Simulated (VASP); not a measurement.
Sc, 1 atom in the cell. The structure is trigonal, space group R-3m (No. 166). Conventional cell: a = 3.235 Å, b = 3.235 Å, c = 7.747 Å, α = 90.00°, β = 90.00°, γ = 120.00°. Within 4.2 Å of Sc (site symmetry -3m) lie 12 Sc at 3.19 to 3.24 Å.  This cell differs from its parent crystal: equal xy, yz and zx shear strains of -1.5 %.

| Quantity | Value |
| --- | --- |
| Program | VASP 6.6.1 |
| Task | single point |
| Functional | PBE |
| Potentials or basis | VASP PAW PBE potentials, release 64 (Sc_sv) |
| Cutoff | 520 eV |
| k mesh | 15 × 15 × 15 |
| Occupations | fermi-dirac, width 0.03 eV |
| Spin | no spin polarisation |
| Dipole correction | no |
| Further INCAR settings | ALGO = Normal; EDIFF = 1e-07; NBANDS = 12 |

Potentials or basis: VASP PAW PBE potentials, release 64 (Sc_sv).

Launch:

```bash
$ cat potpaw_PBE.64/Sc_sv/POTCAR > POTCAR
$ mpirun -np 1 vasp_std > vasp.out
```

Hardware: 1 thread of Intel(R) Xeon(R) Platinum 8488C (Sapphire Rapids), on a shared host.

Problem. Estimate the wall time of this run.

Solution. Run time: 34 s on 1 thread of Intel(R) Xeon(R) Platinum 8488C (Sapphire Rapids) (shared host), peak memory 0.21 GiB. Counts: scf iterations 13, k points 344.
